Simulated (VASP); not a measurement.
Input of a VASP 6.6.1 run:

The input INCAR:

```
PREC     = Accurate       # precision mode
ENCUT    = 600            # plane-wave cutoff, eV
EDIFF    = 1E-7           # SCF threshold, eV
ISMEAR   = 0              # smearing method
SIGMA    = 0.1            # smearing width, eV
LREAL    = F              # projectors in reciprocal space
LASPH    = T              # aspherical terms in the spheres
NELM     = 100            # most SCF steps
ALGO     = Normal         # electronic algorithm
ISIF     = 3              # what is computed and relaxed
LWAVE    = F              # write WAVECAR
LCHARG   = F              # write CHGCAR
GGA      = PE             # functional
IBRION   = 2              # ionic algorithm
NSW      = 100            # ionic steps
EDIFFG   = -0.01          # ionic threshold
```

The input KPOINTS:

```
regular mesh
0
Gamma
  24 24 12
```

POSCAR

```
BeTe
1.0
    3.0696476800      0.0000000000      0.0000000000
   -1.5348238400      2.6583928700      0.0000000000
    0.0000000000      0.0000000000      5.0127346700
Be Te
1 1
Direct
    0.6666666700      0.3333333300      0.5000000000
    0.3333333300      0.6666666700      0.0000000000
```

Potentials or basis: VASP PAW PBE potentials, release 64 (Be, Te).

The run is started by

```sh
$ cat potpaw_PBE.64/Be/POTCAR potpaw_PBE.64/Te/POTCAR > POTCAR
$ mpirun -np 1 vasp_std > vasp.out
```

Question: What does it give for the relaxed cell?

Answer: a = 3.721 Å, b = 3.721 Å, c = 3.361 Å, α = 90.00°, β = 90.00°, γ = 120.00°.

Question: Estimate the space group after relaxing (to 0.05 Å).

Answer: P-6m2 (No. 187).

Final structure:
```
Be Te
1.0
     3.72093    0.00000    0.00000
    -1.86046    3.22242    0.00000
     0.00000    0.00000    3.36123
Be Te
1 1
Direct
  0.66667 0.33333 0.50000
  0.33333 0.66667 0.00000
```
